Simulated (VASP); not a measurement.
# SnGeO2 (P-6m2) in VASP: a series of runs

Runs on SnGeO2. Level: PBE. Tasks: single point, relaxation of cell and atoms.

Everything below comes from runs of VASP 6.6.1. Logs are shortened: lines on timing, memory, paths and dates and some standing lists are left out, and cuts for length are marked.

### 1 The cell of the first run

The structure is hexagonal, space group P-6m2 (No. 187). Conventional cell: a = 3.667 Å, b = 3.667 Å, c = 6.657 Å, α = 90.00°, β = 90.00°, γ = 120.00°. Sn (site symmetry -6m2) has 3 Ge at 2.12 Å within 2.8 Å. Within 2.8 Å of Ge (site symmetry -6m2) lie 3 Sn at 2.12 Å. O (site symmetry -6m2) has 3 O at 2.12 Å within 2.8 Å. O (site symmetry -6m2) has 3 O at 2.12 Å within 2.8 Å.

The cell was generated, and may not be a known phase.

### 2 Single point, PBE

Contents of INCAR:

```
PREC = Accurate
ENCUT = 520
EDIFF = 1E-6
ISMEAR = 0
SIGMA = 0.1
LREAL = F
LASPH = T
NELM = 60
ALGO = Normal
ISIF = 2
LWAVE = F
LCHARG = F
GGA = PE
NBANDS = 28
```

Contents of KPOINTS:

```
regular mesh
0
Gamma
  6 6 4
```

Contents of POSCAR:

```
SnGeO2
1.0
    3.6672257500      0.0000000000      0.0000000000
   -1.8336128700      3.1759106600      0.0000000000
    0.0000000000      0.0000000000      6.6565430200
Sn Ge O
1 1 2
Direct
    0.0000000000      0.0000000000      0.5000000000
    0.3333333300      0.6666666700      0.5000000000
    0.0000000000      0.0000000000      0.0000000000
    0.6666666700      0.3333333300      0.0000000000
```

Potentials or basis: VASP PAW PBE potentials, release 64 (Sn_d, Ge_d, O).

The run is started by

```console
$ cat potpaw_PBE.64/Sn_d/POTCAR potpaw_PBE.64/Ge_d/POTCAR potpaw_PBE.64/O/POTCAR > POTCAR
$ mpirun -np 1 vasp_std > vasp.out
```

OUTCAR:

```text
PREC = Accurate
   ENCUT = 520
   EDIFF = 1E-6
   ISMEAR = 0
   LREAL = F
   LASPH = T
   NELM = 60
   ISIF = 2
   GGA = PE

 ion  position               nearest neighbor table
   1  0.000  0.000  0.500-   2 2.12   2 2.12   2 2.12
   2  0.333  0.667  0.500-   1 2.12   1 2.12   1 2.12
   3  0.000  0.000  0.000-
   4  0.667  0.333  0.000-

  LATTYP: Found a hexagonal cell.
 ALAT       =     3.6672257500
 C/A-ratio  =     1.8151440554

  Lattice vectors:

 A1 = (   3.6672257500,   0.0000000000,   0.0000000000)
 A2 = (  -1.8336128700,   3.1759106600,   0.0000000000)
 A3 = (   0.0000000000,   0.0000000000,   6.6565430200)

Analysis of symmetry for initial positions (statically):
=====================================================================
 Subroutine PRICEL returns:
 Original cell was already a primitive cell.

 Routine SETGRP: Setting up the symmetry group for a
 hexagonal supercell.

 Subroutine GETGRP returns: Found 12 space group operations
 (whereof 12 operations were pure point group operations)
 out of a pool of 24 trial point group operations.

The static configuration has the point symmetry D_3h.

Analysis of symmetry for dynamics (positions and initial velocities):
=====================================================================
 Subroutine PRICEL returns:
 Original cell was already a primitive cell.

 Routine SETGRP: Setting up the symmetry group for a
 hexagonal supercell.

 Subroutine GETGRP returns: Found 12 space group operations
 (whereof 12 operations were pure point group operations)
 out of a pool of 24 trial point group operations.

The dynamic configuration has the point symmetry D_3h.

 Subroutine INISYM returns: Found 12 space group operations
 (whereof 12 operations are pure point group operations),
 and found     1 'primitive' translations

----------------------------------------------------------------------------------------

                                     Primitive cell

  volume of cell :      77.5273

  direct lattice vectors                    reciprocal lattice vectors
     3.667225750  0.000000000  0.000000000     0.272685694  0.157435159  0.000000000
    -1.833612870  3.175910660  0.000000000     0.000000000  0.314870318  0.000000000
     0.000000000  0.000000000  6.656543020     0.000000000  0.000000000  0.150228128

  length of vectors
     3.667225750  3.667225747  6.656543020     0.314870318  0.314870318  0.150228128

  position of ions in fractional coordinates (direct lattice)
     0.000000000  0.000000000  0.500000000
     0.333333330  0.666666670  0.500000000
     0.000000000  0.000000000  0.000000000
     0.666666670  0.333333330  0.000000000

  ion indices of the primitive-cell ions
   primitive index   ion index
                 1           1
                 2           2
                 3           3
                 4           4

----------------------------------------------------------------------------------------

 KPOINTS: regular mesh

Automatic generation of k-mesh.
 Grid dimensions read from file:
 generate k-points for:    6    6    4

 Generating k-lattice:

  Cartesian coordinates                     Fractional coordinates (reciprocal lattice)
     0.045447616  0.026239193  0.000000000     0.166666667 -0.000000000  0.000000000
     0.000000000  0.052478386  0.000000000     0.000000000  0.166666667  0.000000000
     0.000000000  0.000000000  0.037557032     0.000000000  0.000000000  0.250000000

  Length of vectors
     0.052478386  0.052478386  0.037557032

  Shift w.r.t. Gamma in fractional coordinates (k-lattice)
     0.000000000  0.000000000  0.000000000

 Subroutine IBZKPT returns following result:
 ===========================================

 Found     21 irreducible k-points:

 Following reciprocal coordinates:
            Coordinates               Weight
  0.000000  0.000000  0.000000      1.000000
  0.166667  0.000000  0.000000      6.000000
  0.333333 -0.000000  0.000000      6.000000
  0.500000  0.000000  0.000000      3.000000
  0.166667  0.166667  0.000000      6.000000
  0.333333  0.166667  0.000000     12.000000
[... 13 lines left out ...]
  0.333333  0.166667  0.500000     12.000000
  0.333333  0.333333  0.500000      2.000000
   k-points           NKPTS =     21   k-points in BZ     NKDIM =     21   number of bands    NBANDS=     28
   number of dos      NEDOS =    301   number of ions     NIONS =      4
   total plane-waves  NPLWV =  39200
   dimension x,y,z NGX =    28 NGY =   28 NGZ =   50
   dimension x,y,z NGXF=    56 NGYF=   56 NGZF=  100
   ions per type =               1   1   2
   NGX,Y,Z   is equivalent  to a cutoff of  12.69, 12.69, 12.49 a.u.
   NGXF,Y,Z  is equivalent  to a cutoff of  25.39, 25.39, 24.97 a.u.
 SYSTEM =  unknown system
   PREC   = accura    normal or accurate (medium, high low for compatibility)
   ISTART =      0    job   : 0-new  1-cont  2-samecut
   ICHARG =      2    charge: 1-file 2-atom 10-const
   ISPIN  =      1    spin polarized calculation?
   LNONCOLLINEAR =      F non collinear calculations
   LSORBIT =      F    spin-orbit coupling
   LASPH  =      T    aspherical Exc in radial PAW
   ENCUT  =  520.0 eV  38.22 Ry    6.18 a.u.   6.82  6.82 12.38*2*pi/ulx,y,z
   NELM   =     60;   NELMIN=  2; NELMDL= -5     # of ELM steps
   EDIFF  = 0.1E-05   stopping-criterion for ELM
   LREAL  =      F    real-space projection
   EDIFFG = 0.1E-04   stopping-criterion for IOM
   NSW    =      0    number of steps for IOM
   IBRION =     -1    ionic relax: 0-MD 1-quasi-New 2-CG
   NFREE  =      0    steps in history (QN), initial steepest desc. (CG)
   ISIF   =      2    stress and relaxation
   ISYM   =      2    0-nonsym 1-usesym 2-fastsym
   POTIM  = 0.5000    time-step for ionic-motion
   TEBEG  =    0.0;   TEEND  =   0.0 temperature during run
   PSTRESS=    0.0 pullay stress
   NELECT =      40.0000    total number of electrons
   NUPDOWN=      -1.0000    fix difference up-down
   EMIN   =  10.00;   EMAX   =-10.00  energy-range for DOS
   EFERMI =   0.00;   METHOD = LEGACY
   ISMEAR =     0;   SIGMA  =   0.10  broadening in eV -4-tet -1-fermi 0-gaus
   EFERMI_NEDOS =   21; number of points for ismear=-14 and -15
   IALGO  =     38    algorithm
   IMIX   =      4    mixing-type and parameters
     AMIX     =   0.40;   BMIX     =  1.00
     AMIX_MAG =   1.60;   BMIX_MAG =  1.00
  volume/ion in A,a.u.               =      19.38       130.80
  Fermi-wavevector in a.u.,A,eV,Ry     =   1.313036  2.481278 23.457306  1.724063
  Thomas-Fermi vector in A             =   2.443387
   LORBIT       =      0    0 simple, 1 ext, 2 COOP (PROOUT), +10 PAW based schemes
   GGA     = PE    functional components
   LHFCALC =     F    Hartree Fock is set to
   AEXX    =    0.0000 exact exchange contribution
   IVDW    =     0    specifies the selected vdW correction
   LEPSILON=     F    determine dielectric tensor
   LRPA    =     F    only Hartree local field effects (RPA)
 non-spin polarized calculation
 Gauss-broadening in eV      SIGMA  =   0.10
  energy-cutoff  :      520.00
  volume of cell :       77.53
 maximum number of plane-waves:      2108
 NGX is ok and might be reduce to    28
   NGX = 13   NGY = 13   NGZ = 25

 number of electron      39.9999997 magnetization

 Free energy of the ion-electron system (eV)
  ---------------------------------------------------
  ext. energy  EPLUGINS =         0.00000000
  ---------------------------------------------------
  free energy    TOTEN  =        -8.85292481 eV

  energy without entropy =       -8.82114143  energy(sigma->0) =       -8.83703312

 E-fermi :   2.7541     XC(G=0):  -9.2574

 val. band max:        2.7516944557   @ k =   0.3333   0.1667   0.2500
 cond. band min:       2.7690984570   @ k =   0.5000   0.0000   0.2500
 fundamental gap:      0.0174040013
 Fermi energy:         2.7541072999

 k-point     1 :       0.0000    0.0000    0.0000
  band No.  band energies     occupation
      1     -22.2013      2.00000
      2     -22.2013      2.00000
      3     -22.1558      2.00000
      4     -22.0302      2.00000
      5     -22.0302      2.00000
      6     -19.3429      2.00000
[... 20 lines left out ...]
     27      11.7395      0.00000
     28      12.0432      0.00000

 k-point     2 :       0.1667    0.0000    0.0000
  band No.  band energies     occupation
      1     -22.2563      2.00000
      2     -22.2428      2.00000
      3     -22.1386      2.00000
      4     -22.0349      2.00000
      5     -22.0256      2.00000
      6     -19.3023      2.00000
[... 20 lines left out ...]
     27       9.9786      0.00000
     28      14.0921      0.00000

 k-point     3 :       0.3333   -0.0000    0.0000
  band No.  band energies     occupation
      1     -22.3488      2.00000
      2     -22.3201      2.00000
      3     -22.1180      2.00000
      4     -22.0442      2.00000
      5     -22.0166      2.00000
      6     -19.2600      2.00000
[... 20 lines left out ...]
     27      13.0646      0.00000
     28      13.1519      0.00000

 k-point     4 :       0.5000    0.0000    0.0000
  band No.  band energies     occupation
      1     -22.3922      2.00000
      2     -22.3562      2.00000
      3     -22.1089      2.00000
      4     -22.0488      2.00000
      5     -22.0120      2.00000
      6     -19.2520      2.00000
[... 485 lines left out ...]
     27      11.2478      0.00000
     28      13.7181      0.00000

 k-point    20 :       0.3333    0.1667    0.5000
  band No.  band energies     occupation
      1     -22.4471      2.00000
      2     -22.2935      2.00000
      3     -22.1151      2.00000
      4     -22.0547      2.00000
      5     -22.0061      2.00000
      6     -19.2605      2.00000
[... 20 lines left out ...]
     27      12.2387      0.00000
     28      14.5088      0.00000

 k-point    21 :       0.3333    0.3333    0.5000
  band No.  band energies     occupation
      1     -22.4977      2.00000
      2     -22.2735      2.00000
      3     -22.1169      2.00000
      4     -22.0620      2.00000
      5     -21.9988      2.00000
      6     -19.2681      2.00000
[... 20 lines left out ...]
     27      12.3953      0.00000
     28      13.0125      0.00000

------------------------ aborting loop because EDIFF is reached ----------------------------------------

  FORCE on cell =-STRESS in cart. coord.  units (eV):
  Direction    XX          YY          ZZ          XY          YZ          ZX
  --------------------------------------------------------------------------------------
  -------------------------------------------------------------------------------------
  Total       24.2534142     24.2534142     -2.8820998      0.0000000      0.0000000     -0.0000000
  in kB      501.2204713    501.2204710    -59.5614057      0.0000008      0.0000000     -0.0000000
  external PRESSURE =     314.2931788 kB  Pullay stress =       0.0000000 kB

 VOLUME and BASIS-vectors are now :
 -----------------------------------------------------------------------------
  energy-cutoff  :      520.00
  volume of cell :       77.53
      direct lattice vectors                 reciprocal lattice vectors
     3.667225750  0.000000000  0.000000000     0.272685694  0.157435159  0.000000000
    -1.833612870  3.175910660  0.000000000     0.000000000  0.314870318  0.000000000
     0.000000000  0.000000000  6.656543020     0.000000000  0.000000000  0.150228128

 POSITION                                       TOTAL-FORCE (eV/Angst)
 -----------------------------------------------------------------------------------
      0.00000      0.00000      3.32827         0.000000     -0.000000      0.000000
     -0.00000      2.11727      3.32827        -0.000000     -0.000000      0.000000
      0.00000      0.00000      0.00000         0.000000     -0.000000      0.000000
      1.83361      1.05864      0.00000         0.000000      0.000000      0.000000
 -----------------------------------------------------------------------------------
    total drift:                               -0.000009      0.000005     -0.000000

  FREE ENERGIE OF THE ION-ELECTRON SYSTEM (eV)
  ---------------------------------------------------
  free  energy   TOTEN  =        -8.8529248132 eV

  energy  without entropy=       -8.8211414326  energy(sigma->0) =       -8.83703312
```

It took 27 s on 1 thread of Intel Xeon Platinum 8559C (Emerald Rapids), shared host; peak memory 0.2 GiB.

Results:

* Free energy: -8.8529 eV
* Pressure: 31.4 GPa
* Band gap on the k mesh: zero (bands 20 and 21 overlap by 0.35 eV)

Caveat: the stress differs along the axes, from -6 to 50 GPa; spin-orbit coupling is left out, which moves the levels of the heavy elements.

### 3 Single point, PBE

This run uses another cell than the first one, of 18.94 Å³/atom.

Contents of INCAR:

```
PREC = Accurate
ENCUT = 520
EDIFF = 1E-6
ISMEAR = 0
SIGMA = 0.1
LREAL = False
LASPH = True
NELM = 60
ALGO = Normal
ISIF = 2
LWAVE = False
LCHARG = False
GGA = PE
NBANDS = 28
```

Contents of KPOINTS:

```
Automatic mesh
0
Gamma
  12 12 12
```

Contents of POSCAR:

```
SnGeO2
1.0
    4.6615581219      0.0000000000      0.0000000000
   -2.3307790610      4.0370277548      0.0000000000
    0.0000000000      0.0000000000      4.0256723456
Sn Ge O
1 1 2
Direct
    0.0000000000      0.0000000000      0.5000000000
    0.3333333333      0.6666666667      0.5000000000
    0.0000000000      0.0000000000      0.0000000000
    0.6666666667      0.3333333333      0.0000000000
```

Potentials or basis: VASP PAW PBE potentials, release 64 (Sn_d, Ge_d, O).

The run is started by

```console
$ cat potpaw_PBE.64/Sn_d/POTCAR potpaw_PBE.64/Ge_d/POTCAR potpaw_PBE.64/O/POTCAR > POTCAR
$ mpirun -np 1 vasp_std > vasp.out
```

It took 2.1 min on 1 thread of Intel Xeon Platinum 8559C (Emerald Rapids), shared host; peak memory 0.39 GiB.

Results (log left out):

```yaml
Free_energy: -15.9938 eV
Pressure: 0.1 GPa
Band_gap_on_the_k_mesh: zero (bands 20 and 21 overlap by 0.86 eV)
```

Stress tensor (GPa, compression positive):
```
-0.08  0.00  0.00
 0.00 -0.08  0.00
 0.00  0.00  0.45
```

Levels at points of the mesh, in eV from the Fermi level:
| k point | band 17 | band 18 | band 19 | band 20 | band 21 | band 22 | band 23 | band 24 |
| --- | --- | --- | --- | --- | --- | --- | --- | --- |
| (0.00, 0.00, 0.00) | -1.00 | -1.00 | -0.73 | -0.70 | 0.94 | 0.94 | 2.73 | 5.03 |
| (0.50, 0.00, 0.00) | -2.10 | -0.68 | -0.37 | -0.14 | 0.27 | 2.19 | 2.40 | 7.66 |
| (0.00, 0.00, 0.50) | -0.77 | -0.38 | -0.38 | -0.35 | -0.35 | -0.19 | 3.16 | 4.06 |
| (0.50, 0.00, 0.50) | -1.78 | -1.40 | -0.69 | 0.02 | 0.44 | 1.38 | 3.75 | 6.27 |

Caveat: spin-orbit coupling is left out, which moves the levels of the heavy elements.

[end of part 1 of 2]
